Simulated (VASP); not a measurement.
A run of VASP 6.6.1 is set up as follows.

The input INCAR:

```
PREC     = Accurate       # precision mode
ENCUT    = 520            # plane-wave cutoff, eV
EDIFF    = 1E-6           # SCF threshold, eV
ISMEAR   = 0              # smearing method
SIGMA    = 0.1            # smearing width, eV
LREAL    = F              # projectors in reciprocal space
LASPH    = T              # aspherical terms in the spheres
NELM     = 60             # most SCF steps
ALGO     = Normal         # electronic algorithm
ISIF     = 2              # what is computed and relaxed
LWAVE    = F              # write WAVECAR
LCHARG   = F              # write CHGCAR
GGA      = PE             # functional
NBANDS   = 12             # bands
```

KPOINTS

```
Automatic mesh
0
Gamma
  8 8 8
```

The input POSCAR:

```
Cu
1.0
    0.0000000000      1.8075000000      1.8075000000
    1.8075000000      0.0000000000      1.8075000000
    1.8075000000      1.8075000000      0.0000000000
Cu
1
Direct
    0.0000000000      0.0000000000      0.0000000000
```

Potentials or basis: VASP PAW PBE potentials, release 64 (Cu).

Run with:

```bash
$ cat potpaw_PBE.64/Cu/POTCAR > POTCAR
$ mpirun -np 1 vasp_std > vasp.out
```

**Question.** Predict the pressure.

**Answer.** 3.2 GPa.

Caveat: the k points lie up to 0.38 Å⁻¹ apart.
